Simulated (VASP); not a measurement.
# FeGe (P6/mmm) in VASP: notebook

The runs below take FeGe through single point, with PBEsol, r2SCAN.

Everything below comes from runs of VASP 6.6.1. Logs are shortened: lines on timing, memory, paths and dates and some standing lists are left out, and cuts for length are marked.

## (1) The cell of the first run

Symmetry: P6/mmm, No. 191, hexagonal system. Conventional cell: a = 4.719 Å, b = 4.719 Å, c = 3.759 Å, α = 90.00°, β = 90.00°, γ = 120.00°. Within 3.1 Å of Ge (site symmetry -6m2) lie 6 Fe at 2.32 Å and 3 Ge at 2.72 Å. Ge (site symmetry 6/mmm) has 6 Fe at 2.36 Å within 3.1 Å. Fe (site symmetry mmm) has 6 Ge at 2.32 to 2.36 Å and 4 Fe at 2.36 Å within 3.1 Å.

## (2) Single point, PBEsol, collinear spin, ferromagnetic start

INCAR reads:

```
PREC = Accurate
ENCUT = 520
EDIFF = 1E-6
ISMEAR = -1
SIGMA = 0.05
LREAL = F
LASPH = T
NELM = 150
ALGO = Normal
ISIF = 2
LWAVE = F
LCHARG = F
ISPIN = 2
MAGMOM = 0 0 0 3 3 3
LORBIT = 11
LMAXMIX = 4
GGA = PS
NBANDS = 46
```

KPOINTS reads:

```
Automatic mesh
0
Gamma
  6 6 7
```

POSCAR reads:

```
FeGe
1.0
    4.7185615236      0.0000000000      0.0000000000
   -2.3592807618      4.0863941488      0.0000000000
    0.0000000000      0.0000000000      3.7592417314
Ge Fe
3 3
Direct
    0.6666666667      0.3333333333      0.5000000000
    0.3333333333      0.6666666667      0.5000000000
    0.0000000000      0.0000000000      0.0000000000
    0.0000000000      0.5000000000      0.0000000000
    0.5000000000      0.5000000000      0.0000000000
    0.5000000000      0.0000000000      0.0000000000
```

Potentials or basis: VASP PAW PBE potentials, release 64 (Ge_d, Fe).

Command:

```bash
cat potpaw_PBE.64/Ge_d/POTCAR potpaw_PBE.64/Fe/POTCAR > POTCAR
mpirun -np 1 vasp_std > vasp.out
```

OUTCAR:

```text
PREC = Accurate
   ENCUT = 520
   EDIFF = 1E-6
   ISMEAR = -1
   LREAL = F
   LASPH = T
   NELM = 150
   ISIF = 2
   ISPIN = 2
   LORBIT = 11
   GGA = PS

 ion  position               nearest neighbor table
   1  0.667  0.333  0.500-   4 2.32   4 2.32   6 2.32   6 2.32   5 2.32   5 2.32   2 2.72   2 2.72
                             2 2.72
   2  0.333  0.667  0.500-   4 2.32   4 2.32   6 2.32   6 2.32   5 2.32   5 2.32   1 2.72   1 2.72
                             1 2.72
   3  0.000  0.000  0.000-   6 2.36   6 2.36   4 2.36   4 2.36   5 2.36   5 2.36
   4  0.000  0.500  0.000-   1 2.32   2 2.32   1 2.32   2 2.32   5 2.36   5 2.36   6 2.36   3 2.36
                             3 2.36   6 2.36
   5  0.500  0.500  0.000-   1 2.32   2 2.32   1 2.32   2 2.32   4 2.36   4 2.36   6 2.36   6 2.36
                             3 2.36   3 2.36
   6  0.500  0.000  0.000-   1 2.32   2 2.32   1 2.32   2 2.32   3 2.36   3 2.36   5 2.36   5 2.36
                             4 2.36   4 2.36

  LATTYP: Found a hexagonal cell.
 ALAT       =     4.7185615236
 C/A-ratio  =     0.7966923209

  Lattice vectors:

 A1 = (   4.7185615236,   0.0000000000,   0.0000000000)
 A2 = (  -2.3592807618,   4.0863941488,   0.0000000000)
 A3 = (   0.0000000000,   0.0000000000,   3.7592417314)

Analysis of symmetry for initial positions (statically):
=====================================================================
 Subroutine PRICEL returns:
 Original cell was already a primitive cell.

 Routine SETGRP: Setting up the symmetry group for a
 hexagonal supercell.

 Subroutine GETGRP returns: Found 24 space group operations
 (whereof 24 operations were pure point group operations)
 out of a pool of 24 trial point group operations.

The static configuration has the point symmetry D_6h.

Analysis of symmetry for dynamics (positions and initial velocities):
=====================================================================
 Subroutine PRICEL returns:
 Original cell was already a primitive cell.

 Routine SETGRP: Setting up the symmetry group for a
 hexagonal supercell.

 Subroutine GETGRP returns: Found 24 space group operations
 (whereof 24 operations were pure point group operations)
 out of a pool of 24 trial point group operations.

The dynamic configuration has the point symmetry D_6h.

Analysis of structural, dynamic, and magnetic symmetry:
=====================================================================
 Subroutine PRICEL returns:
 Original cell was already a primitive cell.

 Routine SETGRP: Setting up the symmetry group for a
 hexagonal supercell.

 Subroutine GETGRP returns: Found 24 space group operations
 (whereof 24 operations were pure point group operations)
 out of a pool of 24 trial point group operations.

The overall configuration has the point symmetry D_6h.

 Subroutine INISYM returns: Found 24 space group operations
 (whereof 24 operations are pure point group operations),
 and found     1 'primitive' translations

----------------------------------------------------------------------------------------

                                     Primitive cell

  volume of cell :      72.4853

  direct lattice vectors                    reciprocal lattice vectors
     4.718561524  0.000000000  0.000000000     0.211928995  0.122357262  0.000000000
    -2.359280762  4.086394149  0.000000000     0.000000000  0.244714524  0.000000000
     0.000000000  0.000000000  3.759241731     0.000000000  0.000000000  0.266011093

  length of vectors
     4.718561524  4.718561524  3.759241731     0.244714524  0.244714524  0.266011093

  position of ions in fractional coordinates (direct lattice)
     0.666666667  0.333333333  0.500000000
     0.333333333  0.666666667  0.500000000
     0.000000000  0.000000000  0.000000000
     0.000000000  0.500000000  0.000000000
     0.500000000  0.500000000  0.000000000
     0.500000000  0.000000000  0.000000000

  ion indices of the primitive-cell ions
   primitive index   ion index
                 1           1
                 2           2
                 3           3
                 4           4
                 5           5
                 6           6

----------------------------------------------------------------------------------------

 KPOINTS: Automatic mesh

Automatic generation of k-mesh.
 Grid dimensions read from file:
 generate k-points for:    6    6    7

 Generating k-lattice:

  Cartesian coordinates                     Fractional coordinates (reciprocal lattice)
     0.035321499  0.020392877  0.000000000     0.166666667  0.000000000  0.000000000
     0.000000000  0.040785754  0.000000000     0.000000000  0.166666667  0.000000000
     0.000000000  0.000000000  0.038001585     0.000000000  0.000000000  0.142857143

  Length of vectors
     0.040785754  0.040785754  0.038001585

  Shift w.r.t. Gamma in fractional coordinates (k-lattice)
     0.000000000  0.000000000  0.000000000

 Subroutine IBZKPT returns following result:
 ===========================================

 Found     28 irreducible k-points:

 Following reciprocal coordinates:
            Coordinates               Weight
  0.000000  0.000000  0.000000      1.000000
  0.166667  0.000000  0.000000      6.000000
  0.333333  0.000000  0.000000      6.000000
  0.500000  0.000000  0.000000      3.000000
  0.166667  0.166667  0.000000      6.000000
  0.333333  0.166667  0.000000     12.000000
[... 16 lines left out ...]
  0.166667  0.000000  0.428571     12.000000
  0.333333  0.000000  0.428571     12.000000
 [... further k-points ...]
   k-points           NKPTS =     28   k-points in BZ     NKDIM =     28   number of bands    NBANDS=     46
   number of dos      NEDOS =    301   number of ions     NIONS =      6
   total plane-waves  NPLWV =  36288
   dimension x,y,z NGX =    36 NGY =   36 NGZ =   28
   dimension x,y,z NGXF=    72 NGYF=   72 NGZF=   56
   ions per type =               3   3
   NGX,Y,Z   is equivalent  to a cutoff of  12.68, 12.68, 12.38 a.u.
   NGXF,Y,Z  is equivalent  to a cutoff of  25.37, 25.37, 24.77 a.u.
 SYSTEM =  unknown system
   PREC   = accura    normal or accurate (medium, high low for compatibility)
   ISTART =      0    job   : 0-new  1-cont  2-samecut
   ICHARG =      2    charge: 1-file 2-atom 10-const
   ISPIN  =      2    spin polarized calculation?
   LNONCOLLINEAR =      F non collinear calculations
   LSORBIT =      F    spin-orbit coupling
   LASPH  =      T    aspherical Exc in radial PAW
   ENCUT  =  520.0 eV  38.22 Ry    6.18 a.u.   8.77  8.77  6.99*2*pi/ulx,y,z
   NELM   =    150;   NELMIN=  2; NELMDL= -5     # of ELM steps
   EDIFF  = 0.1E-05   stopping-criterion for ELM
   LREAL  =      F    real-space projection
   EDIFFG = 0.1E-04   stopping-criterion for IOM
   NSW    =      0    number of steps for IOM
   IBRION =     -1    ionic relax: 0-MD 1-quasi-New 2-CG
   NFREE  =      0    steps in history (QN), initial steepest desc. (CG)
   ISIF   =      2    stress and relaxation
   ISYM   =      2    0-nonsym 1-usesym 2-fastsym
   POTIM  = 0.5000    time-step for ionic-motion
   TEBEG  =    0.0;   TEEND  =   0.0 temperature during run
   PSTRESS=    0.0 pullay stress
   NELECT =      66.0000    total number of electrons
   NUPDOWN=      -1.0000    fix difference up-down
   EMIN   =  10.00;   EMAX   =-10.00  energy-range for DOS
   EFERMI =   0.00;   METHOD = LEGACY
   ISMEAR =    -1;   SIGMA  =   0.05  broadening in eV -4-tet -1-fermi 0-gaus
   EFERMI_NEDOS =   21; number of points for ismear=-14 and -15
   IALGO  =     38    algorithm
   IMIX   =      4    mixing-type and parameters
     AMIX     =   0.40;   BMIX     =  1.00
     AMIX_MAG =   1.60;   BMIX_MAG =  1.00
  volume/ion in A,a.u.               =      12.08        81.53
  Fermi-wavevector in a.u.,A,eV,Ry     =   1.586741  2.998506 34.256036  2.517748
  Thomas-Fermi vector in A             =   2.686006
   LORBIT       =     11    0 simple, 1 ext, 2 COOP (PROOUT), +10 PAW based schemes
   GGA     = PS    functional components
   LHFCALC =     F    Hartree Fock is set to
   AEXX    =    0.0000 exact exchange contribution
   IVDW    =     0    specifies the selected vdW correction
   LEPSILON=     F    determine dielectric tensor
   LRPA    =     F    only Hartree local field effects (RPA)
 spin polarized calculation
  energy-cutoff  :      520.00
  volume of cell :       72.49
 maximum number of plane-waves:      1970
 NGX is ok and might be reduce to    36
   NGX = 17   NGY = 17   NGZ = 13

 number of electron      65.9999966 magnetization       3.1324416

 Free energy of the ion-electron system (eV)
  ---------------------------------------------------
  ext. energy  EPLUGINS =         0.00000000
  ---------------------------------------------------
  free energy    TOTEN  =       -41.92426901 eV

  energy without entropy =      -41.88785056  energy(sigma->0) =      -41.90605979

 E-fermi :   8.7855     XC(G=0): -13.2177

 val. band max:        8.7466205124   @ k =   0.1667   0.1667   0.4286
 cond. band min:       8.7895088785   @ k =   0.0000   0.0000   0.2857
 fundamental gap:      0.0428883661
 Fermi energy:         8.7854934862

 spin component 1

 k-point     1 :       0.0000    0.0000    0.0000
  band No.  band energies     occupation
      1     -16.0917      1.00000
      2     -16.0059      1.00000
      3     -16.0059      1.00000
      4     -15.9209      1.00000
      5     -15.9209      1.00000
      6     -15.9001      1.00000
[... 37 lines left out ...]
     44      16.9356      0.00000
     45      16.9356      0.00000

 k-point     2 :       0.1667    0.0000    0.0000
  band No.  band energies     occupation
      1     -16.0898      1.00000
      2     -16.0063      1.00000
      3     -16.0050      1.00000
      4     -15.9319      1.00000
      5     -15.9267      1.00000
      6     -15.9015      1.00000
[... 1048 lines left out ...]
 k-point    24 :       0.3333    0.0000    0.4286
  band No.  band energies     occupation
      1     -16.0771      1.00000
      2     -16.0116      1.00000
      3     -16.0077      1.00000
      4     -15.9395      1.00000
      5     -15.9361      1.00000
      6     -15.9018      1.00000
[... 37 lines left out ...]
     44      17.8751      0.00000
     45      18.7057      0.00000

 [... further k-points ...]

 spin component 2

 k-point     1 :       0.0000    0.0000    0.0000
  band No.  band energies     occupation
      1     -16.0968      1.00000
      2     -16.0159      1.00000
      3     -16.0159      1.00000
      4     -15.9281      1.00000
      5     -15.9281      1.00000
      6     -15.9082      1.00000
[... 37 lines left out ...]
     44      17.0761      0.00000
     45      17.0761      0.00000

 k-point     2 :       0.1667    0.0000    0.0000
  band No.  band energies     occupation
      1     -16.0949      1.00000
      2     -16.0162      1.00000
      3     -16.0150      1.00000
      4     -15.9391      1.00000
      5     -15.9339      1.00000
      6     -15.9097      1.00000
[... 1048 lines left out ...]
 k-point    24 :       0.3333    0.0000    0.4286
  band No.  band energies     occupation
      1     -16.0822      1.00000
      2     -16.0214      1.00000
      3     -16.0177      1.00000
      4     -15.9469      1.00000
      5     -15.9438      1.00000
      6     -15.9103      1.00000
[... 37 lines left out ...]
     44      17.9902      0.00000
     45      18.8055      0.00000

 [... further k-points ...]

 [bands above 45 left out]

------------------------ aborting loop because EDIFF is reached ----------------------------------------

  FORCE on cell =-STRESS in cart. coord.  units (eV):
  Direction    XX          YY          ZZ          XY          YZ          ZX
  --------------------------------------------------------------------------------------
  -------------------------------------------------------------------------------------
  Total       13.7966159     13.7966159     13.8405755      0.0000000     -0.0000000     -0.0000000
  in kB      304.9530832    304.9530832    305.9247412      0.0000000     -0.0000000     -0.0000000
  external PRESSURE =     305.2769692 kB  Pullay stress =       0.0000000 kB

 VOLUME and BASIS-vectors are now :
 -----------------------------------------------------------------------------
  energy-cutoff  :      520.00
  volume of cell :       72.49
      direct lattice vectors                 reciprocal lattice vectors
     4.718561524  0.000000000  0.000000000     0.211928995  0.122357262  0.000000000
    -2.359280762  4.086394149  0.000000000     0.000000000  0.244714524  0.000000000
     0.000000000  0.000000000  3.759241731     0.000000000  0.000000000  0.266011093

 POSITION                                       TOTAL-FORCE (eV/Angst)
 -----------------------------------------------------------------------------------
      2.35928      1.36213      1.87962        -0.000000      0.000000      0.000000
     -0.00000      2.72426      1.87962         0.000000     -0.000000     -0.000000
      0.00000      0.00000      0.00000         0.000000      0.000000     -0.000000
     -1.17964      2.04320      0.00000         0.000000      0.000000     -0.000000
      1.17964      2.04320      0.00000         0.000000      0.000000     -0.000000
      2.35928      0.00000      0.00000         0.000000      0.000000     -0.000000
 -----------------------------------------------------------------------------------
    total drift:                                0.000000      0.000000     -0.000000

  FREE ENERGIE OF THE ION-ELECTRON SYSTEM (eV)
  ---------------------------------------------------
  free  energy   TOTEN  =       -41.9242690096 eV

  energy  without entropy=      -41.8878505616  energy(sigma->0) =      -41.90605979

 total charge

# of ion       s       p       d       tot
------------------------------------------
    1        1.136   1.382  10.162  12.680
    2        1.136   1.382  10.162  12.680
    3        1.146   1.273  10.113  12.533
    4        0.522   0.757   6.647   7.926
    5        0.522   0.757   6.647   7.926
    6        0.522   0.757   6.647   7.926
--------------------------------------------------
tot          4.983   6.309  50.378  61.670

 magnetization (x)

# of ion       s       p       d       tot
------------------------------------------
    1       -0.008  -0.038   0.001  -0.045
    2       -0.008  -0.038   0.001  -0.045
    3       -0.003  -0.063   0.013  -0.053
    4        0.003   0.004   1.078   1.085
    5        0.003   0.004   1.078   1.085
    6        0.003   0.004   1.078   1.085
--------------------------------------------------
tot         -0.010  -0.125   3.249   3.114
```

Run time: 3 min. Hardware: 1 thread of Intel Xeon Platinum 8259CL at 2.50GHz (Skylake/Cascade Lake), shared host; peak memory 0.29 GiB.

Results:

* Free energy: -41.9243 eV
* Pressure: 30.5 GPa
* Net moment: 3.13 μB per cell
* Site moments: Ge -0.04, -0.05 (each value once); Fe +1.08 μB
* Valence electrons inside the program's atomic spheres: Ge 12.68, 12.53 (each value once); Fe 7.93

Caveat: the cell stands under pressure; the PAW data sets were made with another functional, which shifts forces and pressure a little.

## (3) Single point, PBEsol, collinear spin, ferromagnetic start

This run uses another cell than the first one, of 12.52 Å³/atom.

INCAR reads:

```
SYSTEM = FeGe
PREC = Accurate ; ENCUT = 520
EDIFF = 1E-6 ; ISMEAR = -1
SIGMA = 0.05 ; LREAL = .False.
LASPH = .True. ; NELM = 150
ALGO = Normal ; ISIF = 2
LWAVE = .False. ; LCHARG = .False.
ISPIN = 2 ; MAGMOM = 0 0 0 3 3 3
LORBIT = 11 ; LMAXMIX = 4
GGA = PS ; NBANDS = 46
```

KPOINTS reads:

```
regular mesh
0
Gamma
  6 6 7
  0 0 0
```

POSCAR, as its differences from that of step 2:

```diff
@@ -2,5 +2,5 @@
 1.0
-    4.7185615236      0.0000000000      0.0000000000
-   -2.3592807618      4.0863941488      0.0000000000
-    0.0000000000      0.0000000000      3.7592417314
+    4.7696252018      0.0000000000      0.0000000000
+   -2.3848126009      4.1306165913      0.0000000000
+    0.0000000000      0.0000000000      3.8115904227
 Ge Fe
```

Potentials or basis: VASP PAW PBE potentials, release 64 (Ge_d, Fe).

Command:

```bash
cat potpaw_PBE.64/Ge_d/POTCAR potpaw_PBE.64/Fe/POTCAR > POTCAR
mpirun -np 1 vasp_std > vasp.out
```

It took 2.7 min on 1 thread of Intel Xeon Platinum 8259CL at 2.50GHz (Skylake/Cascade Lake), shared host; peak memory 0.29 GiB.

The run converged. Its results:

```
Free energy                                           : -42.3366 eV
Pressure                                              : 20.3 GPa
Net moment                                            : 3.20 μB per cell
Site moments                                          : Ge -0.05, -0.06 (each value once); Fe +1.12 μB
Valence electrons inside the program's atomic spheres : Ge 12.62, 12.49 (each value once); Fe 7.82
```

Levels at points of the mesh, in eV from the Fermi level:
Spin up:
```
           k point  band 31  band 32  band 33  band 34  band 35  band 36  band 37  band 38
(0.00, 0.00, 0.00)    -1.24    -0.99    -0.92    -0.92     0.47     0.74     1.97     1.97
(0.50, 0.00, 0.00)    -1.61    -1.07    -0.94     0.98     1.09     1.61     2.04     3.04
```
Spin down:
```
           k point  band 27  band 28  band 29  band 30  band 31  band 32  band 33  band 34  band 35  band 36
(0.00, 0.00, 0.00)    -2.78    -1.92    -1.92     0.15     0.15     0.26     0.34     0.34     1.35     1.58
(0.50, 0.00, 0.00)    -2.38    -1.94    -1.13    -0.71    -0.48     0.14     0.33     1.77     1.87     1.95
```

Caveat: the cell stands under pressure; the PAW data sets were made with another functional, which shifts forces and pressure a little.

[end of part 1 of 2]
